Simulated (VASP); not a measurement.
B13C2, 15 atoms in the cell. The structure is trigonal, space group R-3m (No. 166). The conventional cell has a = 5.305 Å, b = 5.305 Å, c = 11.055 Å, α = 90.00°, β = 90.00°, γ = 120.00°. Within 1.9 Å of B (site symmetry -3m) lie 2 C at 1.39 Å. Within 2.0 Å of B (site symmetry m) lie 1 C at 1.50 Å and 5 B at 1.67 to 1.70 Å. Within 2.1 Å of B (site symmetry m) lie 6 B at 1.59 to 1.70 Å. Within 1.9 Å of C (site symmetry 3m) lie 4 B at 1.39 to 1.50 Å. 

* Program: VASP 6.6.1
* Task: single point
* Functional: PBEsol
* Potentials or basis: VASP PAW PBE potentials, release 64 (B, C)
* Cutoff: 600 eV
* k mesh: 9 × 9 × 9
* Occupations: gaussian, width 0.1 eV
* Spin: no spin polarisation
* Dipole correction: no
* Further INCAR settings: ALGO = Normal; EDIFF = 1e-06; NBANDS = 36

Potentials or basis: VASP PAW PBE potentials, release 64 (B, C).

Launch:

```sh
$ cat potpaw_PBE.64/B/POTCAR potpaw_PBE.64/C/POTCAR > POTCAR
$ mpirun -np 1 vasp_std > vasp.out
```

Hardware: 1 thread of Intel Xeon 8259CL, on a shared host.

Problem. How long does it take, and how much memory?

Solution. Run time: 8 min on 1 thread of Intel Xeon 8259CL, with other jobs on the host, peak memory 0.4 GiB. Counts: scf iterations 13, k points 85.
